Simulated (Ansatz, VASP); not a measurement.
**Ru: VASP beside Ansatz**

File INCAR:

```
SYSTEM = Ru
PREC = Accurate
ENCUT = 520
EDIFF = 1E-7
ISMEAR = -1
SIGMA = 0.1
LREAL = .FALSE.
LASPH = .TRUE.
NELM = 80
ALGO = Normal
ISIF = 2
LWAVE = .FALSE.
LCHARG = .TRUE.
GGA = CA
LELF = .TRUE.
LVHAR = .TRUE.
NBANDS = 36
```

Contents of KPOINTS:

```
regular mesh
0
G
  15 15 4
  0 0 0
```

File POSCAR:

```
Ru
1.0
    2.6640328385      0.0000000000      0.0000000000
   -1.3320164193      2.3071201147      0.0000000000
    0.0000000000      0.0000000000      8.5544096839
Ru
4
Direct
    0.0000000000      0.0000000000      1.0000000000
    0.0000000000      0.0000000000      0.5000000000
    0.3333333333      0.6666666667      0.2500000000
    0.6666666667      0.3333333333      0.7500000000
```

Input for Ansatz:

```yaml
crystal:
  lattice:
    - [2.6640328385, 0.0, 0.0]
    - [-1.3320164193, 2.3071201147, 0.0]
    - [0.0, 0.0, 8.5544096839]
  atoms:
    - { symbol: Ru, position: [0.0, 0.0, 1.0] }
    - { symbol: Ru, position: [0.0, 0.0, 0.5] }
    - { symbol: Ru, position: [0.3333333333, 0.6666666667, 0.25] }
    - { symbol: Ru, position: [0.6666666667, 0.3333333333, 0.75] }
hamiltonian:
  xc: lda
  pseudopotentials:
    kind: paw
    azcp:
      Ru: "pseudopotentials/Ru.paw.azcp"
basis:
  ecutwfc: 420
  fft_grid_basis: typed
kpoints:
  mp_grid: { grid: [15, 15, 4], shift: [0, 0, 0] }
magnetization:
  spin_polarized: false
scf:
  occupations: { method: fermi_dirac, width: 0.1 }
  lower_state_search: "off"
output:
  stress: true
```

Alike in both runs: task single point; functional LDA; k mesh 15 × 15 × 4; occupations fermi-dirac, width 0.1 eV; no spin polarisation.

|  | VASP | Ansatz |
| --- | --- | --- |
| version | VASP 6.6.1 | Ansatz 0.2.0 |
| potentials or method | VASP PAW LDA potentials, release 64 (Ru_pv), cutoff 520 eV | plane waves (420 eV) with PAW, scalar-relativistic |
| valence electrons in the cell | 56 | 64 |

```tsv
	VASP	Ansatz	Ansatz less VASP
pressure (GPa)	0.8	-0.1	-0.98
traceless stress, the component that is largest in VASP (GPa)	0.99	0.96	-0.029
```

Ansatz warns that its potentials were made for another functional, while VASP's fit it. LDA's correlation is that of Perdew and Zunger in VASP and of Perdew and Wang (1992) in Ansatz. VASP's potentials hold 56 valence electrons a cell and Ansatz's 64, so a difference there can come from the potentials and not from the codes.
